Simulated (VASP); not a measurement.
Runs of VASP 6.6.1 on Mn. The structure is that of space group Fd-3m (No. 227), or close to it. The cells are those of the table. This isn't the form of Mn at room conditions, which is a 58-atom cubic cell.

```csv
cell,k mesh,gap on the mesh (eV),pressure (GPa),moment (μB)
"a = 3.678 Å, angles 60.0°, 2 atoms",11 × 11 × 11,none,0.4,0.00
"a = 3.578 Å, angles 60.0°, 2 atoms",12 × 12 × 12,none,5.9,0.00
"a = 3.727 Å, angles 60.0°, 2 atoms",12 × 12 × 12,none,-1.6,0.00
"a = 3.525 Å, angles 60.0°, 2 atoms",12 × 12 × 12,none,10.0,0.00
"a = 3.678 Å, angles 60.0°, 2 atoms",12 × 12 × 12,none,0.3,0.00
"a = 3.629 Å, angles 60.0°, 2 atoms",12 × 12 × 12,none,(a),0.00
"a = 3.683 Å, angles 60.0°, 2 atoms",12 × 12 × 12,none,(b),0.00
```

Alike in all rows: task single point; level BLYP; potentials or basis VASP PAW PBE potentials, release 64 (Mn_pv); spin collinear, antiferromagnetic start; cutoff (eV) 520; smearing fermi-dirac 0.05 eV.

Fill in the values left out.

(a) 2.7; (b) 0.1.

Caveats: the PAW data sets were made with another functional, which shifts forces and pressure a little; the cell stands under pressure (at least some runs).

A gap of «none» marks levels without a gap at the run's occupations.
